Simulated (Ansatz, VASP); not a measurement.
**Mg3CdTe4 in VASP and in Ansatz**

```
Mg Cd Te
1.0
     4.26807    0.00000    0.00000
    -2.13403    3.69626    0.00000
     0.00000    0.00000   13.85429
Mg Cd Te
3 1 4
Direct
  0.00000 0.00000 0.00000
  0.00000 0.00000 0.75221
  0.00000 0.00000 0.24779
  0.00000 0.00000 0.50000
  0.33333 0.66667 0.87641
  0.33333 0.66667 0.36979
  0.66667 0.33333 0.12359
  0.66667 0.33333 0.63021
```

Alike in both runs: functional PBE; k mesh 12 × 12 × 4; occupations gaussian, width 0.02 eV; no spin polarisation.

Ansatz relaxed the structure, and its values are those at the end. VASP's run is a single point on that final structure, the one shown.

|  | VASP | Ansatz |
| --- | --- | --- |
| version | VASP 6.6.1 | Ansatz 0.2.0 |
| potentials or method | VASP PAW PBE potentials, release 64 (Mg, Cd, Te), cutoff 520 eV | scalar-relativistic, plane waves, PAW |
| valence electrons in the cell | 42 | 114 |

Ansatz gave:

```
gap on the k mesh at the Fermi level (eV) : 0.38
least direct gap on the mesh (eV)         : 0.87
pressure (GPa)                            : 0.0
rms of the force components (eV/Å)        : 0.000
```

**Question.** Estimate VASP's values.

**Answer.** gap on the k mesh at the Fermi level (eV): 0.36; least direct gap on the mesh (eV): 0.85; pressure (GPa): 0.0; rms of the force components (eV/Å): 0.007.

VASP's potentials hold 42 valence electrons a cell and Ansatz's 114, so a difference there can come from the potentials and not from the codes.

Neither program's run includes spin-orbit coupling.
